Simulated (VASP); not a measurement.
# Au (Fm-3m) in VASP: a series of runs, part 2 of 2

VASP 6.6.1.

**4. Single point, LDA**

The input, INCAR:

```
PREC = Accurate ; ENCUT = 520
EDIFF = 1E-7 ; ISMEAR = 0
SIGMA = 0.01 ; LREAL = F
LASPH = T ; NELM = 100
ALGO = Normal ; ISIF = 2
LWAVE = F ; LCHARG = F
NBANDS = 12
```

The input, KPOINTS:

```
Automatic mesh
0
Gamma
  13 13 13
```

The input, POSCAR:

```
Au
1.0
    0.0000000000      2.0229622709      2.0229622709
    2.0229622709      0.0000000000      2.0229622709
    2.0229622709      2.0229622709      0.0000000000
Au
1
Direct
    0.0000000000      0.0000000000      0.0000000000
```

Potentials or basis: VASP PAW LDA potentials, release 64 (Au).

Run with:

```
cat potpaw_LDA.64/Au/POTCAR > POTCAR
mpirun -np 1 vasp_std > vasp.out
```

OUTCAR:

```text
PREC = Accurate
   ENCUT = 520
   EDIFF = 1E-7
   ISMEAR = 0
   LREAL = F
   LASPH = T
   NELM = 100
   ISIF = 2

 ion  position               nearest neighbor table
   1  0.000  0.000  0.000-

  LATTYP: Found a face centered cubic cell.
 ALAT       =     4.0459245418

  Lattice vectors:

 A1 = (   0.0000000000,   2.0229622709,   2.0229622709)
 A2 = (   2.0229622709,   0.0000000000,   2.0229622709)
 A3 = (   2.0229622709,   2.0229622709,   0.0000000000)

Analysis of symmetry for initial positions (statically):
=====================================================================
 Subroutine PRICEL returns:
 Original cell was already a primitive cell.

 Routine SETGRP: Setting up the symmetry group for a
 face centered cubic supercell.

 Subroutine GETGRP returns: Found 48 space group operations
 (whereof 48 operations were pure point group operations)
 out of a pool of 48 trial point group operations.

The static configuration has the point symmetry O_h .

Analysis of symmetry for dynamics (positions and initial velocities):
=====================================================================
 Subroutine PRICEL returns:
 Original cell was already a primitive cell.

 Routine SETGRP: Setting up the symmetry group for a
 face centered cubic supercell.

 Subroutine GETGRP returns: Found 48 space group operations
 (whereof 48 operations were pure point group operations)
 out of a pool of 48 trial point group operations.

The dynamic configuration has the point symmetry O_h .

 Subroutine INISYM returns: Found 48 space group operations
 (whereof 48 operations are pure point group operations),
 and found     1 'primitive' translations

----------------------------------------------------------------------------------------

                                     Primitive cell

  volume of cell :      16.5574
[... 107 lines left out ...]
     AMIX_MAG =   1.60;   BMIX_MAG =  1.00
  volume/ion in A,a.u.               =      16.56       111.74
  Fermi-wavevector in a.u.,A,eV,Ry     =   1.428481  2.699439 27.763495  2.040559
  Thomas-Fermi vector in A             =   2.548539
   LORBIT       =      0    0 simple, 1 ext, 2 COOP (PROOUT), +10 PAW based schemes
   GGA     = CA    functional components
   LHFCALC =     F    Hartree Fock is set to
   AEXX    =    0.0000 exact exchange contribution
   IVDW    =     0    specifies the selected vdW correction
   LEPSILON=     F    determine dielectric tensor
   LRPA    =     F    only Hartree local field effects (RPA)
 non-spin polarized calculation
 Gauss-broadening in eV      SIGMA  =   0.01
  energy-cutoff  :      520.00
  volume of cell :       16.56
 maximum number of plane-waves:       459
 NGX is ok and might be reduce to    24
   NGX = 11   NGY = 11   NGZ = 11

 number of electron      10.9999999 magnetization

 Free energy of the ion-electron system (eV)
  ---------------------------------------------------
  ext. energy  EPLUGINS =         0.00000000
  ---------------------------------------------------
  free energy    TOTEN  =        -4.44834027 eV

  energy without entropy =       -4.44832271  energy(sigma->0) =       -4.44833149

 E-fermi :   9.8194     XC(G=0): -13.1518

 val. band max:        9.8065706939   @ k =   0.4615   0.3846   0.0000
 cond. band min:       9.8348594697   @ k =   0.4615   0.3077   0.0000
 fundamental gap:      0.0282887757
 Fermi energy:         9.8193740224

 k-point     1 :       0.0000    0.0000    0.0000
  band No.  band energies     occupation
      1      -0.4430      2.00000
      2       4.9043      2.00000
      3       4.9043      2.00000
      4       4.9043      2.00000
      5       6.5217      2.00000
      6       6.5217      2.00000
      7      24.2239      0.00000
      8      28.3439      0.00000
      9      28.3439      0.00000
     10      28.3439      0.00000
     11      33.4687      0.00000
     12      38.3710      0.00000
[... 331 lines left out ...]
 k-point    24 :       0.4615    0.1538    0.0000
  band No.  band energies     occupation
      1       2.7002      2.00000
      2       4.5718      2.00000
      3       5.3989      2.00000
      4       5.4454      2.00000
      5       7.8294      2.00000
      6       9.4415      2.00000
      7      15.1205      0.00000
      8      24.0776      0.00000
      9      25.2570      0.00000
     10      26.1487      0.00000
     11      34.9381      0.00000
     12      36.0034      0.00000

 [... further k-points ...]
[... 5 lines left out ...]
  --------------------------------------------------------------------------------------
  -------------------------------------------------------------------------------------
  Total        0.0346450      0.0346450      0.0346450      0.0000000      0.0000000      0.0000000
  in kB        3.3524112      3.3524112      3.3524112      0.0000000      0.0000000      0.0000000
  external PRESSURE =       3.3524112 kB  Pullay stress =       0.0000000 kB

 VOLUME and BASIS-vectors are now :
 -----------------------------------------------------------------------------
  energy-cutoff  :      520.00
  volume of cell :       16.56
      direct lattice vectors                 reciprocal lattice vectors
     0.000000000  2.022962271  2.022962271    -0.247162296  0.247162296  0.247162296
     2.022962271  0.000000000  2.022962271     0.247162296 -0.247162296  0.247162296
     2.022962271  2.022962271  0.000000000     0.247162296  0.247162296 -0.247162296

 POSITION                                       TOTAL-FORCE (eV/Angst)
 -----------------------------------------------------------------------------------
      0.00000      0.00000      0.00000         0.000000      0.000000      0.000000
 -----------------------------------------------------------------------------------
    total drift:                               -0.000000      0.000000      0.000000

  FREE ENERGIE OF THE ION-ELECTRON SYSTEM (eV)
  ---------------------------------------------------
  free  energy   TOTEN  =        -4.4483402735 eV

  energy  without entropy=       -4.4483227068  energy(sigma->0) =       -4.44833149
```

OSZICAR:

```text
N       E                     dE             d eps       ncg     rms          rms(c)
DAV:   1     0.491835428769E+02    0.49184E+02   -0.55812E+03  2064   0.818E+02
DAV:   2    -0.405831958169E+01   -0.53242E+02   -0.50246E+02  2348   0.190E+02
DAV:   3    -0.477811109397E+01   -0.71979E+00   -0.71949E+00  2400   0.212E+01
DAV:   4    -0.478038367471E+01   -0.22726E-02   -0.22725E-02  2388   0.137E+00
DAV:   5    -0.478039933795E+01   -0.15663E-04   -0.15663E-04  2496   0.108E-01    0.105E+01
DAV:   6    -0.447648379502E+01    0.30392E+00   -0.80266E-01  2172   0.719E+00    0.641E+00
DAV:   7    -0.445183618205E+01    0.24648E-01   -0.70841E-02  2384   0.210E+00    0.293E+00
DAV:   8    -0.444834231015E+01    0.34939E-02   -0.19495E-03  2236   0.449E-01    0.268E-01
DAV:   9    -0.444834032401E+01    0.19861E-05   -0.10575E-05  2416   0.268E-02    0.187E-02
DAV:  10    -0.444834027323E+01    0.50786E-07   -0.11015E-06  2424   0.728E-03    0.125E-03
DAV:  11    -0.444834027346E+01   -0.23658E-09   -0.25244E-08  1584   0.136E-03
   1 F= -.44483403E+01 E0= -.44483315E+01  d E =-.175667E-04
```

stdout:

```text
POSCAR found type information on POSCAR Au
 POSCAR found :  1 types and       1 ions
 scaLAPACK will be used
 LDA part: xc-table for (Slater(with rela. corr.)+CA(PZ))
 , standard interpolation
 POSCAR, INCAR and KPOINTS ok, starting setup
 FFT: planning ... GRIDC
 FFT: planning ... GRID_SOFT
 FFT: planning ... GRID
 WAVECAR not read
 entering main loop
```

It took 6.6 s on 1 thread of Intel Xeon Platinum 8488C (Sapphire Rapids), shared host; peak memory 0.14 GiB.

Results:

* Free energy: -4.4483 eV
* Pressure: 0.3 GPa

Levels at points of the mesh, in eV from the Fermi level:
```
           k point  band 3  band 4  band 5  band 6  band 7  band 8  band 9  band 10
(0.00, 0.00, 0.00)   -4.92   -4.92   -3.30   -3.30   14.40   18.52   18.52    18.52
```

Caveat: spin-orbit coupling is left out, which moves the levels of the heavy elements.

**5. Single point, LDA**

The input, INCAR:

```
SYSTEM = Au
PREC = Accurate ; ENCUT = 520
EDIFF = 1E-6 ; ISMEAR = 0
SIGMA = 0.03 ; LREAL = .FALSE.
LASPH = .TRUE. ; NELM = 60
ALGO = Normal ; ISIF = 2
LWAVE = .FALSE. ; LCHARG = .FALSE.
NBANDS = 12
```

The input, KPOINTS:

```
regular mesh
0
G
  13 13 13
  0 0 0
```

POSCAR is that of step 4.

Run with:

```
cat potpaw_LDA.64/Au/POTCAR > POTCAR
mpirun -np 1 vasp_std > vasp.out
```

It took 6.3 s on 1 thread of Intel Xeon Platinum 8488C (Sapphire Rapids), shared host; peak memory 0.14 GiB.

It converged, with:

```yaml
Free_energy: -4.4485 eV
Pressure: 0.4 GPa
```

Levels at points of the mesh, in eV from the Fermi level:
```csv
k point,band 2,band 3,band 4,band 5,band 6,band 7,band 8,band 9,band 10,band 11
"(0.00, 0.00, 0.00)",-4.92,-4.92,-4.92,-3.30,-3.30,14.40,18.52,18.52,18.52,23.65
```

Caveat: spin-orbit coupling is left out, which moves the levels of the heavy elements.

**6. The runs side by side**

| smearing | gap on the mesh (eV) | pressure (GPa) |
| --- | --- | --- |
| fermi-dirac 0.6 eV | none | 2.5 |
| fermi-dirac 1 eV | none | 7.8 |
| gaussian 0.01 eV | none | 0.3 |
| gaussian 0.03 eV | none | 0.4 |

Alike in all rows: task single point; level LDA; potentials or basis VASP PAW LDA potentials, release 64 (Au); no spin polarisation; cell as given; k mesh 13 × 13 × 13; cutoff (eV) 520.

Every run on the cell as given and a fine mesh finds a metal.

Caveats: spin-orbit coupling is left out, which moves the levels of the heavy elements.

Total energies depend on the potentials used, so only differences within one code and one set of settings carry meaning.
